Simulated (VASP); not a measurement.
Input of a VASP 6.6.1 run:

Contents of POSCAR:

```
InP
1.0
    0.0000000000      2.9978724482      2.9092653808
    2.9978724482      0.0000000000      2.9092653808
    2.9978724482      2.9978724482      0.0000000000
In P
1 1
Direct
    0.0000000000      0.0000000000      0.0000000000
    0.7500000000      0.7500000000      0.7500000000
```

File INCAR.step1:

```
SYSTEM = InP
PREC = Accurate
ENCUT = 520
ISMEAR = 0
SIGMA = 0.05
LREAL = .False.
LASPH = .True.
NELM = 80
NBANDS = 16
GGA = PE
ALGO = Normal
EDIFF = 1E-4
LWAVE = .True.
LCHARG = .False.
```

File INCAR.step2:

```
SYSTEM = InP
PREC = Accurate
ENCUT = 520
EDIFF = 1E-6
ISMEAR = 0
SIGMA = 0.05
LREAL = .False.
LASPH = .True.
NELM = 80
ALGO = Normal
ISIF = 2
LWAVE = .False.
LCHARG = .True.
METAGGA = R2SCAN
LMIXTAU = .True.
LELF = .True.
LVHAR = .True.
NBANDS = 16
ISTART = 1
```

KPOINTS

```
Automatic mesh
0
Gamma
  8 8 8
  0 0 0
```

Potentials or basis: VASP PAW PBE potentials, release 64 (In_d, P).

Run with:

```bash
$ cat potpaw_PBE.64/In_d/POTCAR potpaw_PBE.64/P/POTCAR > POTCAR
$ cp INCAR.step1 INCAR
$ mpirun -np 1 vasp_std > vasp.out
$ cp INCAR.step2 INCAR
$ mpirun -np 1 vasp_std > vasp.out
```

Predict the band gap on the k mesh.

0.85 eV.

What does it give for the pressure?

-1.1 GPa.

Stress tensor (GPa, compression positive):
```
-1.52  0.00  0.00
 0.00 -1.52  0.00
 0.00  0.00 -0.24
```

Caveat: the cell differs from its parent crystal (strain +0.015 along x and y, -0.015 along z); the PAW data sets were made with another functional, which shifts forces and pressure a little; spin-orbit coupling is left out, which moves the levels of the heavy elements.
